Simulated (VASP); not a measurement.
## Y4Be: single point with PBE

Y4Be:

```xyz
5
Lattice="-3.3329 3.3329 3.3329 3.3329 -3.3329 3.3329 3.3329 3.3329 -3.3329" Properties=species:S:1:pos:R:3 pbc="T T T"
Y     1.6664    1.6664    1.6664
Y     1.6664    1.6664   -1.6664
Y     1.6664   -1.6664    1.6664
Y    -1.6664    1.6664    1.6664
Be    0.0000    0.0000    0.0000
```

```json
{
  "Program": "VASP 6.6.1",
  "Task": "single point",
  "Functional": "PBE",
  "Potentials or basis": "VASP PAW PBE potentials, release 64 (Y_sv, Be)",
  "Cutoff": "520 eV",
  "k mesh": "8 × 8 × 8",
  "Occupations": "gaussian, width 0.1 eV",
  "Spin": "no spin polarisation",
  "Dipole correction": "no",
  "Further INCAR settings": "ALGO = Normal; EDIFF = 1e-06; NBANDS = 31"
}
```

```
Pressure               : -0.1 GPa
Band gap on the k mesh : zero (band 23 reaches 3.18 eV, above the bottom of band 24 at 2.48 eV)
```

Levels at points of the mesh, in eV from the Fermi level:
| k point | band 21 | band 22 | band 23 | band 24 | band 25 | band 26 |
| --- | --- | --- | --- | --- | --- | --- |
| (0.00, 0.00, 0.00) | -0.44 | -0.44 | 0.15 | 0.15 | 0.15 | 1.11 |
| (0.50, 0.00, 0.00) | -0.86 | -0.44 | 0.05 | 0.30 | 0.43 | 0.54 |
| (0.50, 0.50, 0.50) | -0.78 | -0.78 | -0.78 | -0.07 | -0.07 | 0.28 |

It took 2 min on 1 thread of AMD EPYC 9R45 96-Core Processor (Zen 5), on a shared host, peak memory 0.36 GiB.
